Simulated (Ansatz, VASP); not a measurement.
**One calculation of SiO2, two programs**

The input POSCAR:

```
SiO2
1.0
   -2.5969068771      2.5969068771      3.6563572106
    2.5969068771     -2.5969068771      3.6563572106
    2.5969068771      2.5969068771     -3.6563572106
Si O
2 4
Direct
    0.0000000000      0.0000000000      0.0000000000
    0.7500000000      0.2500000000      0.5000000000
    0.9731664718      0.6250000000      0.8481664718
    0.3750000000      0.2231664718      0.3481664718
    0.7768335282      0.1250000000      0.1518335282
    0.8750000000      0.0268335282      0.6518335282
```

File INCAR.step1:

```
ALGO = Normal ; EDIFF = 1E-4
ENCUT = 520 ; GGA = PE
ISMEAR = 0 ; LASPH = T
LCHARG = F ; LREAL = F
LWAVE = T ; NBANDS = 25
NELM = 100 ; PREC = Accurate
SIGMA = 0.05
```

The input INCAR.step2:

```
ALGO = Normal ; EDIFF = 1E-6
ENCUT = 520 ; ISIF = 2
ISMEAR = 0 ; ISTART = 1
LASPH = T ; LCHARG = F
LMIXTAU = T ; LREAL = F
LWAVE = F ; METAGGA = R2SCAN
NBANDS = 25 ; NELM = 100
PREC = Accurate ; SIGMA = 0.05
```

The input KPOINTS:

```
k-points
0
Gamma
  6 6 6
```

Input for Ansatz:

```yaml
crystal:
  lattice:
    - [-2.5969068771, 2.5969068771, 3.6563572106]
    - [2.5969068771, -2.5969068771, 3.6563572106]
    - [2.5969068771, 2.5969068771, -3.6563572106]
  atoms:
    - { symbol: Si, position: [0.0, 0.0, 0.0] }
    - { symbol: Si, position: [0.75, 0.25, 0.5] }
    - { symbol: O, position: [0.9731664718, 0.625, 0.8481664718] }
    - { symbol: O, position: [0.375, 0.2231664718, 0.3481664718] }
    - { symbol: O, position: [0.7768335282, 0.125, 0.1518335282] }
    - { symbol: O, position: [0.875, 0.0268335282, 0.6518335282] }
basis:
  ecutwfc: 500
kpoints:
  mp_grid: { grid: [6, 6, 6] }
hamiltonian:
  xc: r2scan
scf:
  occupations: { method: gaussian, width: 0.05 }
output:
  forces: true
  stress: true
  eigenvalues: true
  write_density: true
  write_potential: true
  elf: true
  volumetric_format: npy
```

Change from the starting cell: strain +0.050 along x and y, +0.000 along z, atoms carried along.

Alike in both runs: task single point; functional r2SCAN; k mesh 6 × 6 × 6; occupations gaussian, width 0.05 eV; no spin polarisation.

|  | VASP | Ansatz |
| --- | --- | --- |
| version | VASP 6.6.1 | Ansatz 0.2.0 |
| potentials or method | VASP PAW PBE potentials, release 64 (Si, O), cutoff 520 eV | scalar-relativistic, plane waves, PAW |
| valence electrons in the cell | 32 | 32 |

|  | VASP | Ansatz | Ansatz less VASP |
| --- | --- | --- | --- |
| gap on the k mesh at the Fermi level (eV) | 5.97 | 5.97 | +0.007 |
| least direct gap on the mesh (eV) | 5.97 | 5.97 | +0.007 |
| pressure (GPa) | -13.6 | -13.7 | -0.11 |
| traceless stress, the component that is largest in VASP (GPa) | 2.34 | 2.33 | -0.006 |
| rms of the force components (eV/Å) | 0.481 | 0.481 | -0.0004 |

VASP's potentials were made for PBE, not for r2SCAN. Atom by atom the forces differ by 0.000 eV/Å (rms over components).
